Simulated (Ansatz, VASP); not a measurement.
## One calculation of Fe, two programs

```xyz
2
Lattice="0.0000 2.3504 2.3504 2.3504 0.0000 2.3504 2.3504 2.3504 0.0000" Properties=species:S:1:pos:R:3 pbc="T T T"
Fe    0.5876    0.5876    0.5876
Fe    4.1132    4.1132    4.1132
```

Alike in both runs: task single point; functional revPBE; k mesh 13 × 13 × 13; occupations fermi-dirac, width 0.1 eV; no spin polarisation.

|  | VASP | Ansatz |
| --- | --- | --- |
| version | VASP 6.6.1 | Ansatz 0.2.0 |
| potentials or method | VASP PAW PBE potentials, release 64 (Fe), cutoff 520 eV | plane waves (420 eV) with PAW, scalar-relativistic |
| valence electrons in the cell | 16 | 32 |

```csv
,VASP,Ansatz,Ansatz less VASP
pressure (GPa),21.8,24.8,+2.96
```

VASP's potentials were made for PBE, not for revPBE. With one functional, cell and mesh, what is left measures potentials, basis and numerics. VASP's potentials hold 16 valence electrons a cell and Ansatz's 32, so a difference there can come from the potentials and not from the codes.
